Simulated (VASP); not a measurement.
# KMgF3 (Pm-3m) in VASP: settings compared, part 3 of 3

VASP 6.6.1.

### Step 5. Relaxation of cell and atoms, r2SCAN+D4

This run uses another cell than the first one, of 12.67 Å³/atom.

The input, POSCAR:

```
KMgF3
1.0
    3.9859000000      0.0000000000      0.0000000000
    0.0000000000      3.9859000000      0.0000000000
    0.0000000000      0.0000000000      3.9859000000
K Mg F
1 1 3
Direct
    0.5000000000      0.5000000000      0.5000000000
    0.0000000000      0.0000000000      0.0000000000
    0.0000000000      0.0000000000      0.5000000000
    0.0000000000      0.5000000000      0.0000000000
    0.5000000000      0.0000000000      0.0000000000
```

The input, INCAR.step1:

```
ALGO = Normal
EDIFF = 1E-4
ENCUT = 600
GGA = PE
ISMEAR = -1
LASPH = T
LCHARG = F
LREAL = F
LWAVE = T
NELM = 80
PREC = Accurate
SIGMA = 0.05
```

The input, INCAR.step2:

```
ALGO = Normal
EDIFF = 1E-6
EDIFFG = -0.01
ENCUT = 600
IBRION = 2
ISIF = 3
ISMEAR = -1
ISTART = 1
IVDW = 13
LASPH = T
LCHARG = F
LMIXTAU = T
LREAL = F
LWAVE = F
METAGGA = R2SCAN
NELM = 80
NSW = 60
PREC = Accurate
SIGMA = 0.05
VDW_A1 = 0.51559235
VDW_A2 = 5.77342911
VDW_S6 = 1.0
VDW_S8 = 0.6018749
```

The input, KPOINTS:

```
k-points
0
Gamma
  7 7 7
```

Potentials or basis: VASP PAW PBE potentials, release 64 (K_sv, Mg, F).

Launch:

```console
$ cat potpaw_PBE.64/K_sv/POTCAR potpaw_PBE.64/Mg/POTCAR potpaw_PBE.64/F/POTCAR > POTCAR
$ cp INCAR.step1 INCAR
$ mpirun -np 1 vasp_std > vasp.out
$ cp INCAR.step2 INCAR
$ mpirun -np 1 vasp_std > vasp.out
```

OUTCAR:

```text
EDIFF = 1E-6
   EDIFFG = -0.01
   ENCUT = 600
   IBRION = 2
   ISIF = 3
   ISMEAR = -1
   ISTART = 1
   IVDW = 13
   LASPH = T
   LREAL = F
   METAGGA = R2SCAN
   NELM = 80
   NSW = 60
   PREC = Accurate

 ion  position               nearest neighbor table
   1  0.500  0.500  0.500-   3 2.82   4 2.82   5 2.82   4 2.82   5 2.82   3 2.82   5 2.82   5 2.82
                             3 2.82   4 2.82   4 2.82   3 2.82   2 3.45   2 3.45   2 3.45   2 3.45
   2  0.000  0.000  0.000-   3 1.99   4 1.99   5 1.99   3 1.99   4 1.99   5 1.99   1 3.45   1 3.45
                             1 3.45   1 3.45   1 3.45   1 3.45   1 3.45   1 3.45
   3  0.000  0.000  0.500-   2 1.99   2 1.99   1 2.82   1 2.82   1 2.82   1 2.82
   4  0.000  0.500  0.000-   2 1.99   2 1.99   1 2.82   1 2.82   1 2.82   1 2.82
   5  0.500  0.000  0.000-   2 1.99   2 1.99   1 2.82   1 2.82   1 2.82   1 2.82

  LATTYP: Found a simple cubic cell.
 ALAT       =     3.9859000000

  Lattice vectors:

 A1 = (   3.9859000000,   0.0000000000,   0.0000000000)
 A2 = (   0.0000000000,   3.9859000000,   0.0000000000)
 A3 = (   0.0000000000,   0.0000000000,   3.9859000000)

Analysis of symmetry for initial positions (statically):
=====================================================================
 Subroutine PRICEL returns:
 Original cell was already a primitive cell.

 Routine SETGRP: Setting up the symmetry group for a
 simple cubic supercell.

 Subroutine GETGRP returns: Found 48 space group operations
 (whereof 48 operations were pure point group operations)
 out of a pool of 48 trial point group operations.

The static configuration has the point symmetry O_h .

Analysis of symmetry for dynamics (positions and initial velocities):
=====================================================================
 Subroutine PRICEL returns:
 Original cell was already a primitive cell.

 Routine SETGRP: Setting up the symmetry group for a
 simple cubic supercell.

 Subroutine GETGRP returns: Found 48 space group operations
 (whereof 48 operations were pure point group operations)
 out of a pool of 48 trial point group operations.

The dynamic configuration has the point symmetry O_h .

 Subroutine INISYM returns: Found 48 space group operations
 (whereof 48 operations are pure point group operations),
 and found     1 'primitive' translations

----------------------------------------------------------------------------------------

                                     Primitive cell

  volume of cell :      63.3256

  direct lattice vectors                    reciprocal lattice vectors
     3.985900000  0.000000000  0.000000000     0.250884367  0.000000000  0.000000000
     0.000000000  3.985900000  0.000000000     0.000000000  0.250884367  0.000000000
     0.000000000  0.000000000  3.985900000     0.000000000  0.000000000  0.250884367

  length of vectors
     3.985900000  3.985900000  3.985900000     0.250884367  0.250884367  0.250884367

  position of ions in fractional coordinates (direct lattice)
     0.500000000  0.500000000  0.500000000
     0.000000000  0.000000000  0.000000000
     0.000000000  0.000000000  0.500000000
     0.000000000  0.500000000  0.000000000
     0.500000000  0.000000000  0.000000000

  ion indices of the primitive-cell ions
   primitive index   ion index
                 1           1
                 2           2
                 3           3
                 4           4
                 5           5

----------------------------------------------------------------------------------------

 KPOINTS: k-points

Automatic generation of k-mesh.
 Grid dimensions read from file:
 generate k-points for:    7    7    7

 Generating k-lattice:

  Cartesian coordinates                     Fractional coordinates (reciprocal lattice)
     0.035840624  0.000000000  0.000000000     0.142857143  0.000000000  0.000000000
     0.000000000  0.035840624  0.000000000     0.000000000  0.142857143  0.000000000
     0.000000000  0.000000000  0.035840624     0.000000000  0.000000000  0.142857143

  Length of vectors
     0.035840624  0.035840624  0.035840624

  Shift w.r.t. Gamma in fractional coordinates (k-lattice)
     0.000000000  0.000000000  0.000000000

 Subroutine IBZKPT returns following result:
 ===========================================

 Found     20 irreducible k-points:

 Following reciprocal coordinates:
            Coordinates               Weight
  0.000000  0.000000  0.000000      1.000000
  0.142857  0.000000  0.000000      6.000000
  0.285714  0.000000  0.000000      6.000000
  0.428571  0.000000  0.000000      6.000000
  0.142857  0.142857  0.000000     12.000000
  0.285714  0.142857  0.000000     24.000000
[... 12 lines left out ...]
  0.428571  0.428571  0.285714     24.000000
  0.428571  0.428571  0.428571      8.000000
   k-points           NKPTS =     20   k-points in BZ     NKDIM =     20   number of bands    NBANDS=     20
   number of dos      NEDOS =    301   number of ions     NIONS =      5
   total plane-waves  NPLWV =  32768
   dimension x,y,z NGX =    32 NGY =   32 NGZ =   32
   dimension x,y,z NGXF=    64 NGYF=   64 NGZF=   64
   ions per type =               1   1   3
   NGX,Y,Z   is equivalent  to a cutoff of  13.35, 13.35, 13.35 a.u.
   NGXF,Y,Z  is equivalent  to a cutoff of  26.69, 26.69, 26.69 a.u.
 SYSTEM =  unknown system
   PREC   = accura    normal or accurate (medium, high low for compatibility)
   ISTART =      1    job   : 0-new  1-cont  2-samecut
   ICHARG =      0    charge: 1-file 2-atom 10-const
   ISPIN  =      1    spin polarized calculation?
   LNONCOLLINEAR =      F non collinear calculations
   LSORBIT =      F    spin-orbit coupling
   LASPH  =      T    aspherical Exc in radial PAW
   ENCUT  =  600.0 eV  44.10 Ry    6.64 a.u.   7.96  7.96  7.96*2*pi/ulx,y,z
   NELM   =     80;   NELMIN=  2; NELMDL=  0     # of ELM steps
   EDIFF  = 0.1E-05   stopping-criterion for ELM
   LREAL  =      F    real-space projection
   EDIFFG = -.1E-01   stopping-criterion for IOM
   NSW    =     60    number of steps for IOM
   IBRION =      2    ionic relax: 0-MD 1-quasi-New 2-CG
   NFREE  =      1    steps in history (QN), initial steepest desc. (CG)
   ISIF   =      3    stress and relaxation
   ISYM   =      2    0-nonsym 1-usesym 2-fastsym
   POTIM  = 0.5000    time-step for ionic-motion
   TEBEG  =    0.0;   TEEND  =   0.0 temperature during run
   PSTRESS=    0.0 pullay stress
   NELECT =      32.0000    total number of electrons
   NUPDOWN=      -1.0000    fix difference up-down
   EMIN   =  10.00;   EMAX   =-10.00  energy-range for DOS
   EFERMI =   0.00;   METHOD = LEGACY
   ISMEAR =    -1;   SIGMA  =   0.05  broadening in eV -4-tet -1-fermi 0-gaus
   EFERMI_NEDOS =   21; number of points for ismear=-14 and -15
   IALGO  =     38    algorithm
   IMIX   =      4    mixing-type and parameters
     AMIX     =   0.40;   BMIX     =  1.00
     AMIX_MAG =   1.60;   BMIX_MAG =  1.00
  volume/ion in A,a.u.               =      12.67        85.47
  Fermi-wavevector in a.u.,A,eV,Ry     =   1.303962  2.464132 23.134232  1.700318
  Thomas-Fermi vector in A             =   2.434930
   LORBIT       =      0    0 simple, 1 ext, 2 COOP (PROOUT), +10 PAW based schemes
   METAGGA = R2SCAN    functional components
   LHFCALC =     F    Hartree Fock is set to
   AEXX    =    0.0000 exact exchange contribution
   IVDW    =    13    specifies the selected vdW correction
   LEPSILON=     F    determine dielectric tensor
   LRPA    =     F    only Hartree local field effects (RPA)
 conjugate gradient relaxation of ions
 non-spin polarized calculation
  energy-cutoff  :      600.00
  volume of cell :       63.33
 maximum number of plane-waves:      2128
 NGX is ok and might be reduce to    32
   NGX = 15   NGY = 15   NGZ = 15

--------------------------------------- Ionic step        1  -------------------------------------------

 number of electron      32.0000010 magnetization

 Free energy of the ion-electron system (eV)
  ---------------------------------------------------
  ext. energy  EPLUGINS =         0.00000000
  ---------------------------------------------------
  free energy    TOTEN  =       -37.42618715 eV

  energy without entropy =      -37.42618715  energy(sigma->0) =      -37.42618715

------------------------ aborting loop because EDIFF is reached ----------------------------------------

  DFT-D4 for vdW energy calculation

  Edisp (eV):   -0.17484

  FORCE on cell =-STRESS in cart. coord.  units (eV):
  Direction    XX          YY          ZZ          XY          YZ          ZX
  --------------------------------------------------------------------------------------
  -------------------------------------------------------------------------------------
  Total      -0.57940    -0.57940    -0.57940     0.00000    -0.00000     0.00000
  in kB     -14.65910   -14.65910   -14.65910     0.00000    -0.00000     0.00000
  external pressure =      -14.66 kB  Pullay stress =        0.00 kB
[... 67 lines left out ...]
  energy  without entropy=      -37.6065294125  energy(sigma->0) =      -37.60652941

--------------------------------------- Ionic step        3  -------------------------------------------

 number of electron      31.9999989 magnetization

 Free energy of the ion-electron system (eV)
  ---------------------------------------------------
  ext. energy  EPLUGINS =         0.00000000
  ---------------------------------------------------
  free energy    TOTEN  =       -37.42840107 eV

  energy without entropy =      -37.42840107  energy(sigma->0) =      -37.42840107

 E-fermi :  -0.9221     XC(G=0): -10.3060

 val. band max:       -2.1599885757   @ k =   0.4286   0.4286   0.4286
 cond. band min:       6.2775508897   @ k =   0.0000   0.0000   0.0000
 fundamental gap:      8.4375394654
 Fermi energy:        -0.9220592622

 k-point     1 :       0.0000    0.0000    0.0000
  band No.  band energies     occupation
      1     -28.6825      2.00000
      2     -23.4165      2.00000
      3     -22.7610      2.00000
      4     -22.7610      2.00000
      5     -11.4122      2.00000
      6     -11.4122      2.00000
[... 12 lines left out ...]
     19       8.7450      0.00000
[... 472 lines left out ...]
  FREE ENERGIE OF THE ION-ELECTRON SYSTEM (eV)
  ---------------------------------------------------
  free  energy   TOTEN  =       -37.6065990609 eV

  energy  without entropy=      -37.6065990608  energy(sigma->0) =      -37.60659906

 reached required accuracy - stopping structural energy minimisation
```

It took 5.1 min on 1 thread of Intel Xeon 8259CL, shared host; peak memory 0.21 GiB.

Results:

```yaml
Free_energy: -37.6066 eV
Relaxed_volume: 12.43 Å³/atom
Relaxed_cell: a = 3.961 Å, b = 3.961 Å, c = 3.961 Å, α = 90.00°, β = 90.00°, γ = 90.00°
Space_group_after_relaxing_to_0.1_Å: Pm-3m (No. 221)
Energy_gained_by_relaxing: 1.1 meV/atom
Ionic_steps: 3
Pressure_after_relaxing: 0.0 GPa
Band_gap_on_the_k_mesh: 8.44 eV (least direct gap 8.72 eV)
Dispersion_energy_per_atom: -0.036 eV
```

The path:
```tsv
step	energy change (eV)	largest force (eV/Å)	pressure (GPa)	volume (Å³)
1	0.0000	0.0000	-1.47	63.33
2	-0.0055	0.0000	-0.18	62.27
3	-0.0056	0.0000	-0.02	62.14
```

Final structure:
```yaml
crystal:
  lattice:
    - [3.96077, 0.00000, 0.00000]
    - [0.00000, 3.96077, 0.00000]
    - [0.00000, 0.00000, 3.96077]
  atoms:
    - { symbol: K, position: [0.50000, 0.50000, 0.50000] }
    - { symbol: Mg, position: [0.00000, 0.00000, 0.00000] }
    - { symbol: F, position: [0.00000, 0.00000, 0.50000] }
    - { symbol: F, position: [0.00000, 0.50000, 0.00000] }
    - { symbol: F, position: [0.50000, 0.00000, 0.00000] }
```

Caveat: the PAW data sets were made with another functional, which shifts forces and pressure a little; an odd mesh through Γ misses points on the zone boundary, where band edges can lie. r2SCAN opens gaps a little over a GGA but as a rule still falls short of measured ones.

### Step 6. Relaxation of cell and atoms, r2SCAN+rVV10

This run uses another cell than the first one, of 12.67 Å³/atom.

POSCAR is that of step 5.

The input, INCAR.step1:

```
PREC = Accurate
ENCUT = 600
ISMEAR = -1
SIGMA = 0.05
LREAL = F
LASPH = T
NELM = 60
GGA = PE
ALGO = Normal
EDIFF = 1E-4
LWAVE = T
LCHARG = F
```

The input, INCAR.step2:

```
PREC = Accurate
ENCUT = 600
EDIFF = 1E-6
ISMEAR = -1
SIGMA = 0.05
LREAL = F
LASPH = T
NELM = 60
ALGO = Normal
ISIF = 3
LWAVE = F
LCHARG = F
METAGGA = R2SCAN
LMIXTAU = T
LUSE_VDW = T
IVDW_NL = 2
BPARAM = 11.95
CPARAM = 0.0093
IBRION = 2
NSW = 60
EDIFFG = -0.01
ISTART = 1
```

The input, KPOINTS:

```
Automatic mesh
0
Gamma
  7 7 7
```

Potentials or basis: VASP PAW PBE potentials, release 64 (K_sv, Mg, F).

Launch:

```console
$ cat potpaw_PBE.64/K_sv/POTCAR potpaw_PBE.64/Mg/POTCAR potpaw_PBE.64/F/POTCAR > POTCAR
$ cp INCAR.step1 INCAR
$ mpirun -np 1 vasp_std > vasp.out
$ cp INCAR.step2 INCAR
$ mpirun -np 1 vasp_std > vasp.out
```

It took 9.2 min on 1 thread of Intel Xeon 8259CL, shared host; peak memory 0.34 GiB.

The run converged. Its results:

| Property | Result |
| --- | --- |
| Free energy | -36.3308 eV |
| Relaxed volume | 12.33 Å³/atom |
| Relaxed cell | a = 3.951 Å, b = 3.951 Å, c = 3.951 Å, α = 90.00°, β = 90.00°, γ = 90.00° |
| Space group after relaxing (to 0.1 Å) | Pm-3m (No. 221) |
| Energy gained by relaxing | 2.2 meV/atom |
| Ionic steps | 3 |
| Pressure after relaxing | 0.0 GPa |
| Band gap on the k mesh | 8.42 eV (least direct gap 8.71 eV) |

The path:
```csv
step,energy change (eV),largest force (eV/Å),pressure (GPa),volume (Å³)
1,0.0000,0.0000,-2.07,63.33
2,-0.0108,0.0000,-0.22,61.84
3,-0.0109,0.0000,0.01,61.67
```

Final structure:
```
CELL_PARAMETERS angstrom
3.95092 0.00000 0.00000
0.00000 3.95092 0.00000
0.00000 0.00000 3.95092
ATOMIC_POSITIONS crystal
K 0.50000 0.50000 0.50000
Mg 0.00000 0.00000 0.00000
F 0.00000 0.00000 0.50000
F 0.00000 0.50000 0.00000
F 0.50000 0.00000 0.00000
```

Levels at points of the mesh, in eV from the valence-band top:
| k point | band 14 | band 15 | band 16 | band 17 | band 18 | band 19 |
| --- | --- | --- | --- | --- | --- | --- |
| (0.00, 0.00, 0.00) | -0.29 | -0.29 | -0.29 | 8.42 | 10.85 | 10.85 |

Caveat: the PAW data sets were made with another functional, which shifts forces and pressure a little; an odd mesh through Γ misses points on the zone boundary, where band edges can lie.

### Step 7. Overview

| task | level | cell | cutoff (eV) | gap on the mesh (eV) | pressure (GPa) | relaxed volume (Å³/atom) |
| --- | --- | --- | --- | --- | --- | --- |
| single point | r2SCAN | a = 3.981 Å, 5 atoms | 520 | 8.31 | -0.6 | - |
| single point | r2SCAN+D3(BJ) | a = 3.986 Å, 5 atoms | 520 | 8.28 | -2.0 | - |
| relaxation of cell and atoms | r2SCAN+D3(BJ) | relaxed from a = 3.986 Å, 5 atoms | 600 | 8.50 | 0.0 | 12.33 |
| relaxation of cell and atoms | r2SCAN+D4 | relaxed from a = 3.986 Å, 5 atoms | 600 | 8.44 | 0.0 | 12.43 |
| relaxation of cell and atoms | r2SCAN+rVV10 | relaxed from a = 3.986 Å, 5 atoms | 600 | 8.42 | 0.0 | 12.33 |

Alike in all rows: potentials or basis VASP PAW PBE potentials, release 64 (K_sv, Mg, F); no spin polarisation; k mesh 7 × 7 × 7; smearing fermi-dirac 0.05 eV.

Caveats: the PAW data sets were made with another functional, which shifts forces and pressure a little; an odd mesh through Γ misses points on the zone boundary, where band edges can lie; three body term missing (at least some runs).

Total energies depend on the potentials used, so only differences within one code and one set of settings carry meaning.
